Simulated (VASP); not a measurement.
Crystal: Re.

```xyz
1
Lattice="2.6497 0.0000 0.0000 -1.3248 2.2947 0.0000 0.0000 0.0000 2.4758" Properties=species:S:1:pos:R:3 pbc="T T T"
Re    0.0000    0.0000    0.0000
```

This isn't the form of Re at room conditions, which is hcp.

```yaml
Program: VASP 6.6.1
Task: relaxation of cell and atoms
Functional: PBEsol
Potentials_or_basis: VASP PAW PBE potentials, release 64 (Re)
Cutoff: 600 eV
k_mesh: 9 × 9 × 8
Occupations: gaussian, width 0.1 eV
Spin: no spin polarisation
```

At the start: pressure 19.0 GPa; volume 15.05 Å³/atom.

Question: How do energy, volume and symmetry change on relaxing?

Answer: Over 10 steps the energy falls by 104.1 meV/atom and the volume is 15.89 Å³/atom (+5.6 %); space group P6/mmm (No. 191, to 0.1 Å) before and after.

Step by step:
```tsv
step	energy change (eV)	largest force (eV/Å)	pressure (GPa)	volume (Å³)
1	0.0000	0.0000	19.03	15.05
2	0.4495	0.0000	-32.75	19.17
3	-0.0942	0.0000	-5.78	16.17
4	-0.0947	0.0000	-4.41	16.09
5	-0.0353	0.0000	10.70	15.54
6	-0.1039	0.0000	-1.14	15.94
7	-0.1039	0.0000	-0.77	15.93
8	-0.1039	0.0000	-0.74	15.93
9	-0.1036	0.0000	1.49	15.81
10	-0.1041	0.0000	0.07	15.89
```

Final structure:
```xyz
1
Lattice="2.7479 0.0000 0.0000 -1.3740 2.3798 0.0000 0.0000 0.0000 2.4298" Properties=species:S:1:pos:R:3 pbc="T T T"
Re    0.0000    0.0000    0.0000
```

Caveat: the PAW data sets were made with another functional, which shifts forces and pressure a little.
